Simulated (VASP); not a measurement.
# Ge (Fd-3m) in VASP: a series of runs, part 2 of 2

VASP 6.6.1. The steps go on from the part before.

## 3. Single point, PBE

The input, INCAR:

```
PREC = Accurate
ENCUT = 520
EDIFF = 1E-7
ISMEAR = 0
SIGMA = 0.6
LREAL = F
LASPH = T
NELM = 60
ALGO = Normal
ISIF = 2
LWAVE = F
LCHARG = F
GGA = PE
NBANDS = 21
```

The input, KPOINTS:

```
regular mesh
0
Gamma
  10 10 10
```

The input, POSCAR:

```
Ge
1.0
    0.0000000000      2.8859759802      2.8859759802
    2.8859759802      0.0000000000      2.8859759802
    2.8859759802      2.8859759802      0.0000000000
Ge
2
Direct
    0.5000000000      0.5000000000      0.5000000000
    0.7500000000      0.7500000000      0.7500000000
```

Potentials or basis: VASP PAW PBE potentials, release 64 (Ge_d).

Run with:

```
cat potpaw_PBE.64/Ge_d/POTCAR > POTCAR
mpirun -np 1 vasp_std > vasp.out
```

Wall time 59 s (1 thread of Intel Xeon 8259CL, shared host); peak memory 0.18 GiB.

Results (log left out):

- Free energy: -9.0459 eV
- Pressure: -0.2 GPa
- Band gap on the k mesh: zero (filled and empty bands touch)

Levels at points of the mesh, in eV from the Fermi level:
```tsv
k point	band 10	band 11	band 12	band 13	band 14	band 15	band 16	band 17	band 18	band 19
(0.00, 0.00, 0.00)	-24.57	-12.38	-0.55	-0.05	-0.05	-0.05	2.48	2.48	2.48	6.23
(0.50, 0.00, 0.00)	-24.54	-10.43	-7.39	-1.37	-1.37	-0.04	3.66	3.66	7.04	10.14
(0.50, 0.50, 0.00)	-24.53	-8.72	-8.72	-2.92	-2.92	0.77	0.77	8.98	8.98	10.97
```

Caveat: so wide a smearing shifts energies and pressures; semilocal functionals underestimate gaps, so a narrow gap can read as zero.

## 4. Single point, PBE

The input, INCAR:

```
SYSTEM = Ge
PREC = Accurate
ENCUT = 520
EDIFF = 1E-6
ISMEAR = 0
SIGMA = 1.0
LREAL = .False.
LASPH = .True.
NELM = 80
ALGO = Normal
ISIF = 2
LWAVE = .False.
LCHARG = .True.
GGA = PE
LELF = .True.
LVHAR = .True.
NBANDS = 21
```

The input, KPOINTS:

```
Automatic mesh
0
Gamma
  10 10 10
  0 0 0
```

POSCAR is that of step 3.

Run with:

```
cat potpaw_PBE.64/Ge_d/POTCAR > POTCAR
mpirun -np 1 vasp_std > vasp.out
```

It took 69 s on 1 thread of Intel Xeon 8259CL, shared host; peak memory 0.18 GiB.

Results (log left out):

| Property | Result |
| --- | --- |
| Free energy | -9.0872 eV |
| Pressure | 0.1 GPa |
| Band gap on the k mesh | zero (filled and empty bands touch) |

Levels at points of the mesh, in eV from the Fermi level:
| k point | band 10 | band 11 | band 12 | band 13 | band 14 | band 15 | band 16 | band 17 | band 18 | band 19 |
| --- | --- | --- | --- | --- | --- | --- | --- | --- | --- | --- |
| (0.00, 0.00, 0.00) | -24.55 | -12.36 | -0.54 | -0.03 | -0.03 | -0.03 | 2.50 | 2.50 | 2.50 | 6.24 |
| (0.50, 0.00, 0.00) | -24.53 | -10.42 | -7.37 | -1.35 | -1.35 | -0.02 | 3.69 | 3.69 | 7.06 | 10.15 |
| (0.50, 0.50, 0.00) | -24.52 | -8.70 | -8.70 | -2.90 | -2.90 | 0.80 | 0.80 | 9.00 | 9.00 | 10.99 |

Caveat: so wide a smearing shifts energies and pressures; semilocal functionals underestimate gaps, so a narrow gap can read as zero.

## 5. Single point, PBE

The input, INCAR:

```
SYSTEM = Ge
PREC = Accurate
ENCUT = 520
EDIFF = 1E-6
ISMEAR = -1
SIGMA = 0.05
LREAL = .FALSE.
LASPH = .TRUE.
NELM = 100
ALGO = Normal
ISIF = 2
LWAVE = .FALSE.
LCHARG = .FALSE.
GGA = PE
NBANDS = 21
```

The input, KPOINTS:

```
regular mesh
0
G
  14 14 14
  0 0 0
```

POSCAR is that of step 4.

Potentials or basis: VASP PAW PBE potentials, release 64 (Ge_d).

Run with:

```
cat potpaw_PBE.64/Ge_d/POTCAR > POTCAR
mpirun -np 1 vasp_std > vasp.out
```

OUTCAR:

```text
SYSTEM = Ge
   PREC = Accurate
   ENCUT = 520
   EDIFF = 1E-6
   ISMEAR = -1
   LREAL = .FALSE.
   LASPH = .TRUE.
   NELM = 100
   ISIF = 2
   GGA = PE

 ion  position               nearest neighbor table
   1  0.500  0.500  0.500-   2 2.50   2 2.50   2 2.50   2 2.50
   2  0.750  0.750  0.750-   1 2.50   1 2.50   1 2.50   1 2.50

  LATTYP: Found a face centered cubic cell.
 ALAT       =     5.7719519604

  Lattice vectors:

[... 763 lines left out ...]

------------------------ aborting loop because EDIFF is reached ----------------------------------------

  FORCE on cell =-STRESS in cart. coord.  units (eV):
  Direction    XX          YY          ZZ          XY          YZ          ZX
  --------------------------------------------------------------------------------------
  -------------------------------------------------------------------------------------
  Total       -0.1271430     -0.1271430     -0.1271430      0.0000000      0.0000000      0.0000000
  in kB       -4.2373566     -4.2373566     -4.2373566      0.0000000      0.0000000      0.0000000
  external PRESSURE =      -4.2373566 kB  Pullay stress =       0.0000000 kB

 VOLUME and BASIS-vectors are now :
 -----------------------------------------------------------------------------
  energy-cutoff  :      520.00
  volume of cell :       48.07
      direct lattice vectors                 reciprocal lattice vectors
     0.000000000  2.885975980  2.885975980    -0.173251615  0.173251615  0.173251615
     2.885975980  0.000000000  2.885975980     0.173251615 -0.173251615  0.173251615
     2.885975980  2.885975980  0.000000000     0.173251615  0.173251615 -0.173251615

 POSITION                                       TOTAL-FORCE (eV/Angst)
 -----------------------------------------------------------------------------------
      2.88598      2.88598      2.88598        -0.000000     -0.000000      0.000000
      4.32896      4.32896      4.32896         0.000000      0.000000     -0.000000
 -----------------------------------------------------------------------------------
    total drift:                                0.000000     -0.000000      0.000000

  FREE ENERGIE OF THE ION-ELECTRON SYSTEM (eV)
  ---------------------------------------------------
  free  energy   TOTEN  =        -9.0367683139 eV

  energy  without entropy=       -9.0360268937  energy(sigma->0) =       -9.03639760
```

OSZICAR:

```text
N       E                     dE             d eps       ncg     rms          rms(c)
DAV:   1     0.194646617963E+03    0.19465E+03   -0.14796E+04  4877   0.356E+03
DAV:   2     0.192422640791E+02   -0.17540E+03   -0.16965E+03  4403   0.614E+02
DAV:   3    -0.815311657333E+01   -0.27395E+02   -0.27234E+02  4978   0.144E+02
DAV:   4    -0.909053166248E+01   -0.93742E+00   -0.93697E+00  4943   0.313E+01
DAV:   5    -0.910620683705E+01   -0.15675E-01   -0.15675E-01  4938   0.451E+00    0.295E+00
DAV:   6    -0.905980256265E+01    0.46404E-01   -0.19491E-02  5371   0.150E+00    0.175E+00
DAV:   7    -0.903495312806E+01    0.24849E-01   -0.40387E-02  4734   0.191E+00    0.142E-01
DAV:   8    -0.903651005816E+01   -0.15569E-02   -0.53179E-03  4923   0.925E-01    0.429E-02
DAV:   9    -0.903674129620E+01   -0.23124E-03   -0.26252E-04  4893   0.178E-01    0.133E-02
DAV:  10    -0.903676573577E+01   -0.24440E-04   -0.41404E-05  5127   0.641E-02    0.582E-03
DAV:  11    -0.903676834280E+01   -0.26070E-05   -0.62488E-06  4543   0.352E-02    0.171E-03
DAV:  12    -0.903676831386E+01    0.28941E-07   -0.20484E-07  3255   0.759E-03
   1 F= -.90367683E+01 E0= -.90363976E+01  d E =-.741420E-03
```

stdout:

```text
POSCAR found type information on POSCAR Ge
 POSCAR found :  1 types and       2 ions
 scaLAPACK will be used
 LDA part: xc-table for (Slater+PW92), standard interpolation
 POSCAR, INCAR and KPOINTS ok, starting setup
 FFT: planning ... GRIDC
 FFT: planning ... GRID_SOFT
 FFT: planning ... GRID
 WAVECAR not read
 entering main loop
```

Run time: 2.2 min. Hardware: 1 thread of Intel Xeon 8259CL, shared host; peak memory 0.22 GiB.

Results:

- Free energy: -9.0368 eV
- Pressure: -0.4 GPa
- Band gap on the k mesh: zero (filled and empty bands touch)

Levels at points of the mesh, in eV from the Fermi level:
| k point | band 11 | band 12 | band 13 | band 14 | band 15 | band 16 | band 17 | band 18 |
| --- | --- | --- | --- | --- | --- | --- | --- | --- |
| (0.00, 0.00, 0.00) | -12.32 | -0.49 | 0.01 | 0.01 | 0.01 | 2.54 | 2.54 | 2.54 |
| (0.50, 0.00, 0.00) | -10.37 | -7.33 | -1.31 | -1.31 | 0.02 | 3.72 | 3.72 | 7.10 |
| (0.50, 0.50, 0.00) | -8.66 | -8.66 | -2.86 | -2.86 | 0.83 | 0.83 | 9.04 | 9.04 |

Caveat: semilocal functionals underestimate gaps, so a narrow gap can read as zero.

## 6. Overview

| k mesh | smearing | gap on the mesh (eV) | pressure (GPa) |
| --- | --- | --- | --- |
| 10 × 10 × 10 | gaussian 0.3 eV | none | -0.4 |
| 10 × 10 × 10 | gaussian 0.6 eV | none | -0.2 |
| 10 × 10 × 10 | gaussian 1 eV | none | 0.1 |
| 14 × 14 × 14 | fermi-dirac 0.05 eV | none | -0.4 |

Alike in all rows: task single point; level PBE; potentials or basis VASP PAW PBE potentials, release 64 (Ge_d); no spin polarisation; cell as given; cutoff (eV) 520.

Caveats: semilocal functionals underestimate gaps, so a narrow gap can read as zero; so wide a smearing shifts energies and pressures (at least some runs).

Total energies depend on the potentials used, so only differences within one code and one set of settings carry meaning.
